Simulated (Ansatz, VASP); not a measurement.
## Two plane-wave programs on Li

The input INCAR:

```
SYSTEM = Li
PREC = Accurate ; ENCUT = 750
EDIFF = 1E-6 ; ISMEAR = 0
SIGMA = 0.1 ; LREAL = .FALSE.
LASPH = .TRUE. ; NELM = 120
ALGO = Normal ; ISIF = 2
LWAVE = .FALSE. ; LCHARG = .FALSE.
GGA = PS ; NBANDS = 8
GGA_COMPAT = .FALSE.
```

File KPOINTS:

```
regular mesh
0
G
  6 6 6
  0 0 0
```

File POSCAR:

```
Li
1.0
    0.0000000000      2.6265423315      2.6265423315
    2.6265423315      0.0000000000      2.6265423315
    2.6265423315      2.6265423315      0.0000000000
Li
1
Direct
    0.0000000000      0.0000000000      0.0000000000
```

Input for Ansatz:

```yaml
crystal:
  lattice:
    - [0.0, 2.6265423315, 2.6265423315]
    - [2.6265423315, 0.0, 2.6265423315]
    - [2.6265423315, 2.6265423315, 0.0]
  atoms:
    - { symbol: Li, position: [0.0, 0.0, 0.0] }
basis:
  ecutwfc: 420
kpoints:
  mp_grid: { grid: [6, 6, 6] }
hamiltonian:
  xc: pbesol
scf:
  occupations: { method: gaussian, width: 0.1 }
output:
  forces: true
  stress: true
  eigenvalues: true
```

Alike in both runs: task single point; functional PBEsol; k mesh 6 × 6 × 6; occupations gaussian, width 0.1 eV; no spin polarisation.

|  | VASP | Ansatz |
| --- | --- | --- |
| version | VASP 6.6.1 | Ansatz 0.2.0 |
| potentials or method | VASP PAW PBE potentials, release 64 (Li_sv), cutoff 750 eV | scalar-relativistic, plane waves, PAW |
| valence electrons in the cell | 3 | 3 |

|  | VASP | Ansatz | Ansatz less VASP |
| --- | --- | --- | --- |
| gap on the k mesh at the Fermi level (eV) | none | none | - |
| pressure (GPa) | -3.0 | -3.0 | +0.04 |

VASP's potentials were made for PBE, not for PBEsol. A gap of «none» marks a metal or a gap that the smearing closes. The functional is the same, so the differences come from potentials, cutoffs and numerics.
